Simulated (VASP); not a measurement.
# MnS (Fm-3m) in VASP: a series of runs

The runs below take MnS through single point, with PBE.

Everything below comes from runs of VASP 6.6.1. Logs are shortened: lines on timing, memory, paths and dates and some standing lists are left out, and cuts for length are marked.

### Step 1. The cell of the first run

Symmetry: Fm-3m, No. 225, cubic system. The conventional cell has a = 5.209 Å, b = 5.209 Å, c = 5.209 Å, α = 90.00°, β = 90.00°, γ = 90.00°. Within 3.4 Å of Mn (site symmetry m-3m) lie 6 S at 2.60 Å. Within 3.4 Å of S (site symmetry m-3m) lie 6 Mn at 2.60 Å.

### Step 2. Single point, PBE

INCAR

```
PREC = Accurate ; ENCUT = 520
EDIFF = 1E-6 ; ISMEAR = -1
SIGMA = 0.02 ; LREAL = False
LASPH = True ; NELM = 80
ALGO = Normal ; ISIF = 2
LWAVE = False ; LCHARG = False
GGA = PE ; NBANDS = 16
```

KPOINTS

```
Automatic mesh
0
Gamma
  14 14 14
```

POSCAR

```
MnS
1.0
    0.0000000000      2.6045000000      2.6045000000
    2.6045000000      0.0000000000      2.6045000000
    2.6045000000      2.6045000000      0.0000000000
Mn S
1 1
Direct
    0.0000000000      0.0000000000      0.0000000000
    0.5000000000      0.5000000000      0.5000000000
```

Potentials or basis: VASP PAW PBE potentials, release 64 (Mn_pv, S).

Command:

```
$ cat potpaw_PBE.64/Mn_pv/POTCAR potpaw_PBE.64/S/POTCAR > POTCAR
$ mpirun -np 1 vasp_std > vasp.out
```

OUTCAR:

```text
PREC = Accurate
   ENCUT = 520
   EDIFF = 1E-6
   ISMEAR = -1
   LREAL = False
   LASPH = True
   NELM = 80
   ISIF = 2
   GGA = PE

 ion  position               nearest neighbor table
   1  0.000  0.000  0.000-   2 2.60   2 2.60   2 2.60   2 2.60   2 2.60   2 2.60
   2  0.500  0.500  0.500-   1 2.60   1 2.60   1 2.60   1 2.60   1 2.60   1 2.60

  LATTYP: Found a face centered cubic cell.
 ALAT       =     5.2090000000

  Lattice vectors:

 A1 = (   0.0000000000,   2.6045000000,   2.6045000000)
 A2 = (   2.6045000000,   0.0000000000,   2.6045000000)
 A3 = (   2.6045000000,   2.6045000000,   0.0000000000)

Analysis of symmetry for initial positions (statically):
=====================================================================
 Subroutine PRICEL returns:
 Original cell was already a primitive cell.

 Routine SETGRP: Setting up the symmetry group for a
 face centered cubic supercell.

 Subroutine GETGRP returns: Found 48 space group operations
 (whereof 48 operations were pure point group operations)
 out of a pool of 48 trial point group operations.

The static configuration has the point symmetry O_h .

Analysis of symmetry for dynamics (positions and initial velocities):
=====================================================================
 Subroutine PRICEL returns:
 Original cell was already a primitive cell.

 Routine SETGRP: Setting up the symmetry group for a
 face centered cubic supercell.

 Subroutine GETGRP returns: Found 48 space group operations
 (whereof 48 operations were pure point group operations)
 out of a pool of 48 trial point group operations.

The dynamic configuration has the point symmetry O_h .

 Subroutine INISYM returns: Found 48 space group operations
 (whereof 48 operations are pure point group operations),
 and found     1 'primitive' translations

----------------------------------------------------------------------------------------

                                     Primitive cell

  volume of cell :      35.3348

  direct lattice vectors                    reciprocal lattice vectors
     0.000000000  2.604500000  2.604500000    -0.191975427  0.191975427  0.191975427
     2.604500000  0.000000000  2.604500000     0.191975427 -0.191975427  0.191975427
     2.604500000  2.604500000  0.000000000     0.191975427  0.191975427 -0.191975427

  length of vectors
     3.683319223  3.683319223  3.683319223     0.332511194  0.332511194  0.332511194

  position of ions in fractional coordinates (direct lattice)
     0.000000000  0.000000000  0.000000000
     0.500000000  0.500000000  0.500000000

  ion indices of the primitive-cell ions
   primitive index   ion index
                 1           1
                 2           2

----------------------------------------------------------------------------------------

 KPOINTS: Automatic mesh

Automatic generation of k-mesh.
 Grid dimensions read from file:
 generate k-points for:   14   14   14

 Generating k-lattice:

  Cartesian coordinates                     Fractional coordinates (reciprocal lattice)
    -0.013712531  0.013712531  0.013712531     0.071428571  0.000000000  0.000000000
     0.013712531 -0.013712531  0.013712531     0.000000000  0.071428571  0.000000000
     0.013712531  0.013712531 -0.013712531     0.000000000  0.000000000  0.071428571

  Length of vectors
     0.023750800  0.023750800  0.023750800

  Shift w.r.t. Gamma in fractional coordinates (k-lattice)
     0.000000000  0.000000000  0.000000000

 Subroutine IBZKPT returns following result:
 ===========================================

 Found    104 irreducible k-points:

 Following reciprocal coordinates:
            Coordinates               Weight
  0.000000  0.000000  0.000000      1.000000
  0.071429  0.000000  0.000000      8.000000
  0.142857  0.000000  0.000000      8.000000
  0.214286  0.000000  0.000000      8.000000
  0.285714  0.000000  0.000000      8.000000
  0.357143  0.000000  0.000000      8.000000
[... 16 lines left out ...]
  0.214286  0.142857  0.000000     24.000000
  0.285714  0.142857  0.000000     24.000000
 [... further k-points ...]
   k-points           NKPTS =    104   k-points in BZ     NKDIM =    104   number of bands    NBANDS=     16
   number of dos      NEDOS =    301   number of ions     NIONS =      2
   total plane-waves  NPLWV =  21952
   dimension x,y,z NGX =    28 NGY =   28 NGZ =   28
   dimension x,y,z NGXF=    56 NGYF=   56 NGZF=   56
   ions per type =               1   1
   NGX,Y,Z   is equivalent  to a cutoff of  12.64, 12.64, 12.64 a.u.
   NGXF,Y,Z  is equivalent  to a cutoff of  25.28, 25.28, 25.28 a.u.
 SYSTEM =  unknown system
   PREC   = accura    normal or accurate (medium, high low for compatibility)
   ISTART =      0    job   : 0-new  1-cont  2-samecut
   ICHARG =      2    charge: 1-file 2-atom 10-const
   ISPIN  =      1    spin polarized calculation?
   LNONCOLLINEAR =      F non collinear calculations
   LSORBIT =      F    spin-orbit coupling
   LASPH  =      T    aspherical Exc in radial PAW
   ENCUT  =  520.0 eV  38.22 Ry    6.18 a.u.   6.85  6.85  6.85*2*pi/ulx,y,z
   NELM   =     80;   NELMIN=  2; NELMDL= -5     # of ELM steps
   EDIFF  = 0.1E-05   stopping-criterion for ELM
   LREAL  =      F    real-space projection
   EDIFFG = 0.1E-04   stopping-criterion for IOM
   NSW    =      0    number of steps for IOM
   IBRION =     -1    ionic relax: 0-MD 1-quasi-New 2-CG
   NFREE  =      0    steps in history (QN), initial steepest desc. (CG)
   ISIF   =      2    stress and relaxation
   ISYM   =      2    0-nonsym 1-usesym 2-fastsym
   POTIM  = 0.5000    time-step for ionic-motion
   TEBEG  =    0.0;   TEEND  =   0.0 temperature during run
   PSTRESS=    0.0 pullay stress
   NELECT =      19.0000    total number of electrons
   NUPDOWN=      -1.0000    fix difference up-down
   EMIN   =  10.00;   EMAX   =-10.00  energy-range for DOS
   EFERMI =   0.00;   METHOD = LEGACY
   ISMEAR =    -1;   SIGMA  =   0.02  broadening in eV -4-tet -1-fermi 0-gaus
   EFERMI_NEDOS =   21; number of points for ismear=-14 and -15
   IALGO  =     38    algorithm
   IMIX   =      4    mixing-type and parameters
     AMIX     =   0.40;   BMIX     =  1.00
     AMIX_MAG =   1.60;   BMIX_MAG =  1.00
  volume/ion in A,a.u.               =      17.67       119.23
  Fermi-wavevector in a.u.,A,eV,Ry     =   1.331246  2.515690 24.112464  1.772216
  Thomas-Fermi vector in A             =   2.460272
   LORBIT       =      0    0 simple, 1 ext, 2 COOP (PROOUT), +10 PAW based schemes
   GGA     = PE    functional components
   LHFCALC =     F    Hartree Fock is set to
   AEXX    =    0.0000 exact exchange contribution
   IVDW    =     0    specifies the selected vdW correction
   LEPSILON=     F    determine dielectric tensor
   LRPA    =     F    only Hartree local field effects (RPA)
 non-spin polarized calculation
  energy-cutoff  :      520.00
  volume of cell :       35.33
 maximum number of plane-waves:       967
   NGX = 13   NGY = 13   NGZ = 13

 number of electron      18.9999987 magnetization

 Free energy of the ion-electron system (eV)
  ---------------------------------------------------
  ext. energy  EPLUGINS =         0.00000000
  ---------------------------------------------------
  free energy    TOTEN  =       -11.89199431 eV

  energy without entropy =      -11.87324355  energy(sigma->0) =      -11.88261893

 E-fermi :   6.0557     XC(G=0): -10.7288

 val. band max:        6.0535789574   @ k =  -0.3571   0.2143   0.0714
 cond. band min:       6.0558821943   @ k =  -0.4286   0.4286   0.0714
 fundamental gap:      0.0023032369
 Fermi energy:         6.0557143071

 k-point     1 :       0.0000    0.0000    0.0000
  band No.  band energies     occupation
      1     -41.7483      2.00000
      2     -41.7483      2.00000
      3     -41.7483      2.00000
      4      -8.2380      2.00000
      5       4.3928      2.00000
      6       4.3928      2.00000
[... 8 lines left out ...]
     15      15.5540      0.00000
     16      15.5540      0.00000

 k-point     2 :       0.0714    0.0000    0.0000
  band No.  band energies     occupation
      1     -41.7488      2.00000
      2     -41.7484      2.00000
      3     -41.7484      2.00000
      4      -8.1896      2.00000
      5       3.9307      2.00000
      6       4.1106      2.00000
[... 8 lines left out ...]
     15      15.5384      0.00000
     16      15.5384      0.00000

 k-point     3 :       0.1429    0.0000    0.0000
  band No.  band energies     occupation
      1     -41.7501      2.00000
      2     -41.7485      2.00000
      3     -41.7485      2.00000
      4      -8.0493      2.00000
      5       3.0411      2.00000
      6       3.6581      2.00000
[... 8 lines left out ...]
     15      15.3137      0.00000
     16      15.3137      0.00000

 k-point     4 :       0.2143    0.0000    0.0000
  band No.  band energies     occupation
      1     -41.7519      2.00000
      2     -41.7488      2.00000
      3     -41.7488      2.00000
      4      -7.8319      2.00000
      5       2.0706      2.00000
      6       3.2388      2.00000
[... 8 lines left out ...]
     15      14.6237      0.00000
     16      14.6237      0.00000

 k-point     5 :       0.2857    0.0000    0.0000
  band No.  band energies     occupation
      1     -41.7540      2.00000
      2     -41.7491      2.00000
      3     -41.7491      2.00000
      4      -7.5657      2.00000
      5       1.1613      2.00000
      6       2.8935      2.00000
[... 8 lines left out ...]
     15      13.7805      0.00000
     16      13.9702      0.00000

 k-point     6 :       0.3571    0.0000    0.0000
  band No.  band energies     occupation
      1     -41.7559      2.00000
      2     -41.7494      2.00000
      3     -41.7494      2.00000
      4      -7.2968      2.00000
      5       0.4099      2.00000
      6       2.6383      2.00000
[... 8 lines left out ...]
     15      13.0412      0.00000
     16      14.6489      0.00000

 k-point     7 :       0.4286    0.0000    0.0000
  band No.  band energies     occupation
      1     -41.7572      2.00000
      2     -41.7496      2.00000
      3     -41.7496      2.00000
      4      -7.0893      2.00000
      5      -0.0949      2.00000
      6       2.4821      2.00000
[... 8 lines left out ...]
     15      12.5276      0.00000
     16      15.2751      0.00000

 k-point     8 :       0.5000    0.0000    0.0000
  band No.  band energies     occupation
      1     -41.7577      2.00000
      2     -41.7496      2.00000
      3     -41.7496      2.00000
      4      -7.0100      2.00000
      5      -0.2745      2.00000
      6       2.4296      2.00000
[... 8 lines left out ...]
     15      12.3401      0.00000
     16      15.5124      0.00000

 k-point     9 :       0.0714    0.0714    0.0000
  band No.  band energies     occupation
      1     -41.7487      2.00000
      2     -41.7485      2.00000
      3     -41.7485      2.00000
      4      -8.1738      2.00000
      5       3.6770      2.00000
      6       4.1645      2.00000
[... 8 lines left out ...]
     15      15.4699      0.00000
     16      15.4699      0.00000
[... 172 lines left out ...]
 k-point    19 :      -0.2143    0.0714    0.0000
  band No.  band energies     occupation
      1     -41.7527      2.00000
      2     -41.7494      2.00000
      3     -41.7488      2.00000
      4      -7.7130      2.00000
      5       1.7021      2.00000
      6       3.0186      2.00000
[... 8 lines left out ...]
     15      14.1221      0.00000
     16      14.2240      0.00000

 k-point    20 :      -0.1429    0.0714    0.0000
  band No.  band energies     occupation
      1     -41.7508      2.00000
      2     -41.7490      2.00000
      3     -41.7485      2.00000
      4      -7.9457      2.00000
      5       2.5688      2.00000
      6       3.3713      2.00000
[... 8 lines left out ...]
     15      14.7523      0.00000
     16      15.2204      0.00000

 k-point    21 :      -0.0714    0.0714    0.0000
  band No.  band energies     occupation
      1     -41.7494      2.00000
      2     -41.7487      2.00000
      3     -41.7484      2.00000
      4      -8.1109      2.00000
      5       3.3684      2.00000
      6       3.7636      2.00000
[... 8 lines left out ...]
     15      15.2377      0.00000
     16      15.6476      0.00000

 k-point    22 :       0.1429    0.1429    0.0000
  band No.  band energies     occupation
      1     -41.7499      2.00000
      2     -41.7490      2.00000
      3     -41.7490      2.00000
      4      -7.9917      2.00000
      5       2.6712      2.00000
      6       3.7929      2.00000
[... 8 lines left out ...]
     15      14.7060      0.00000
     16      15.3816      0.00000

 k-point    23 :       0.2143    0.1429    0.0000
  band No.  band energies     occupation
      1     -41.7512      2.00000
      2     -41.7493      2.00000
      3     -41.7492      2.00000
      4      -7.8369      2.00000
      5       2.1378      2.00000
      6       3.4390      2.00000
[... 8 lines left out ...]
     15      13.9189      0.00000
     16      15.2948      0.00000

 k-point    24 :       0.2857    0.1429    0.0000
  band No.  band energies     occupation
      1     -41.7529      2.00000
      2     -41.7496      2.00000
      3     -41.7495      2.00000
      4      -7.6194      2.00000
      5       1.5267      2.00000
      6       2.9645      2.00000
[... 8 lines left out ...]
     15      13.7175      0.00000
     16      14.9594      0.00000

 [... further k-points ...]

------------------------ aborting loop because EDIFF is reached ----------------------------------------

  FORCE on cell =-STRESS in cart. coord.  units (eV):
  Direction    XX          YY          ZZ          XY          YZ          ZX
  --------------------------------------------------------------------------------------
  -------------------------------------------------------------------------------------
  Total       -5.1393294     -5.1393294     -5.1393294     -0.0000000      0.0000000     -0.0000000
  in kB     -233.0311393   -233.0311393   -233.0311393     -0.0000000      0.0000000     -0.0000000
  external PRESSURE =    -233.0311393 kB  Pullay stress =       0.0000000 kB

 VOLUME and BASIS-vectors are now :
 -----------------------------------------------------------------------------
  energy-cutoff  :      520.00
  volume of cell :       35.33
      direct lattice vectors                 reciprocal lattice vectors
     0.000000000  2.604500000  2.604500000    -0.191975427  0.191975427  0.191975427
     2.604500000  0.000000000  2.604500000     0.191975427 -0.191975427  0.191975427
     2.604500000  2.604500000  0.000000000     0.191975427  0.191975427 -0.191975427

 POSITION                                       TOTAL-FORCE (eV/Angst)
 -----------------------------------------------------------------------------------
      0.00000      0.00000      0.00000         0.000000     -0.000000      0.000000
      2.60450      2.60450      2.60450         0.000000      0.000000      0.000000
 -----------------------------------------------------------------------------------
    total drift:                               -0.000000      0.000000      0.000000

  FREE ENERGIE OF THE ION-ELECTRON SYSTEM (eV)
  ---------------------------------------------------
  free  energy   TOTEN  =       -11.8919943070 eV

  energy  without entropy=      -11.8732435495  energy(sigma->0) =      -11.88261893
```

Wall time 62 s (1 thread of AMD EPYC 7R13 (Zen 3), shared host); peak memory 0.16 GiB.

What came out:

* Free energy: -11.8920 eV
* Pressure: -23.3 GPa

Caveat: the run has no spin polarisation, though such a crystal can be magnetic; semilocal functionals often make such compounds metallic where correlation or magnetic order opens a gap, which also shifts bond lengths. With open d or f shells a metallic result of PBE can be an artefact of self-interaction; +U or a hybrid may open a gap.

### Step 3. Single point, PBE, collinear spin, ferromagnetic start

INCAR

```
PREC = Accurate
ENCUT = 520
EDIFF = 1E-7
ISMEAR = -1
SIGMA = 0.02
LREAL = F
LASPH = T
NELM = 150
ALGO = Normal
ISIF = 2
LWAVE = F
LCHARG = F
ISPIN = 2
MAGMOM = 4 0
LORBIT = 11
LMAXMIX = 4
GGA = PE
NBANDS = 20
```

KPOINTS

```
regular mesh
0
Gamma
  14 14 14
```

POSCAR is that of step 2.

Potentials or basis: VASP PAW PBE potentials, release 64 (Mn_pv, S).

Command:

```
$ cat potpaw_PBE.64/Mn_pv/POTCAR potpaw_PBE.64/S/POTCAR > POTCAR
$ mpirun -np 1 vasp_std > vasp.out
```

Wall time 4 min (1 thread of AMD EPYC 7R13 (Zen 3), shared host); peak memory 0.21 GiB.

It converged, with:

```
Free energy                                           : -14.0638 eV
Pressure                                              : -3.1 GPa
Net moment                                            : 4.70 μB per cell
Site moments                                          : Mn +4.25; S +0.10 μB
Valence electrons inside the program's atomic spheres : Mn 11.31; S 3.73
```

Levels at points of the mesh, in eV from the Fermi level:
Spin up:
| k point | band 10 | band 11 | band 12 | band 13 | band 14 | band 15 |
| --- | --- | --- | --- | --- | --- | --- |
| (0.00, 0.00, 0.00) | -1.92 | -1.92 | -1.92 | 1.67 | 8.55 | 8.55 |
| (0.50, 0.00, 0.00) | -2.53 | 0.35 | 0.35 | 2.78 | 5.34 | 5.34 |
| (0.50, 0.50, 0.00) | -2.77 | -2.77 | -2.29 | 0.81 | 5.43 | 10.10 |
Spin down:
```csv
k point,band 5,band 6,band 7,band 8,band 9,band 10
"(0.00, 0.00, 0.00)",-1.71,-1.71,-1.71,0.26,0.26,0.26
"(0.50, 0.00, 0.00)",-6.41,-3.40,-3.40,1.22,1.22,1.41
"(0.50, 0.50, 0.00)",-5.60,-3.22,-3.22,-0.84,0.74,1.47
```

Caveat: a cell with one magnetic atom can't hold antiferromagnetic order, which such compounds often take; semilocal functionals often make such compounds metallic where correlation or magnetic order opens a gap, which also shifts bond lengths. With open d or f shells a metallic result of PBE can be an artefact of self-interaction; +U or a hybrid may open a gap.
